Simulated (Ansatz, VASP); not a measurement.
## One calculation of BN, two programs

Contents of INCAR:

```
SYSTEM = BN
PREC = Accurate
ENCUT = 520
EDIFF = 1E-6
ISMEAR = 0
SIGMA = 0.05
LREAL = .FALSE.
LASPH = .TRUE.
NELM = 100
ALGO = Normal
ISIF = 2
LWAVE = .FALSE.
LCHARG = .FALSE.
GGA = PE
NBANDS = 16
```

KPOINTS

```
regular mesh
0
G
  12 12 6
  0 0 0
```

Contents of POSCAR:

```
BN
1.0
    2.5539396017      0.0000000000      0.0000000000
   -1.2769698009      2.2117765748      0.0000000000
    0.0000000000      0.0000000000      4.2268550000
B N
2 2
Direct
    0.5649384892      0.1298769783      0.9997240000
    0.3333333333      0.6666666667      0.4997240000
    0.6666666667      0.3333333333      0.6252760000
    0.3333333333      0.6666666667      0.1252760000
```

Input for Ansatz:

```yaml
crystal:
  lattice:
    - [2.5539396017, 0.0, 0.0]
    - [-1.2769698009, 2.2117765748, 0.0]
    - [0.0, 0.0, 4.226855]
  atoms:
    - { symbol: B, position: [0.5649384892, 0.1298769783, 0.999724] }
    - { symbol: B, position: [0.3333333333, 0.6666666667, 0.499724] }
    - { symbol: "N", position: [0.6666666667, 0.3333333333, 0.625276] }
    - { symbol: "N", position: [0.3333333333, 0.6666666667, 0.125276] }
basis:
  ecutwfc: 420
kpoints:
  mp_grid: { grid: [12, 12, 6] }
hamiltonian:
  xc: pbe
scf:
  occupations: { method: gaussian, width: 0.05 }
output:
  forces: true
  stress: true
  eigenvalues: true
```

Alike in both runs: task single point; functional PBE; k mesh 12 × 12 × 6; occupations gaussian, width 0.05 eV; no spin polarisation.

|  | VASP | Ansatz |
| --- | --- | --- |
| version | VASP 6.6.1 | Ansatz 0.2.0 |
| potentials or method | VASP PAW PBE potentials, release 64 (B, N), cutoff 520 eV | scalar-relativistic, plane waves, PAW |
| valence electrons in the cell | 16 | 16 |

|  | VASP | Ansatz | Ansatz less VASP |
| --- | --- | --- | --- |
| gap on the k mesh at the Fermi level (eV) | 3.02 | 3.04 | +0.013 |
| least direct gap on the mesh (eV) | 5.21 | 5.21 | +0.007 |
| rms of the force components (eV/Å) | 9.003 | 8.921 | -0.0820 |

Atom by atom the forces differ by 0.083 eV/Å (rms over components). With one functional, cell and mesh, what is left measures potentials, basis and numerics.
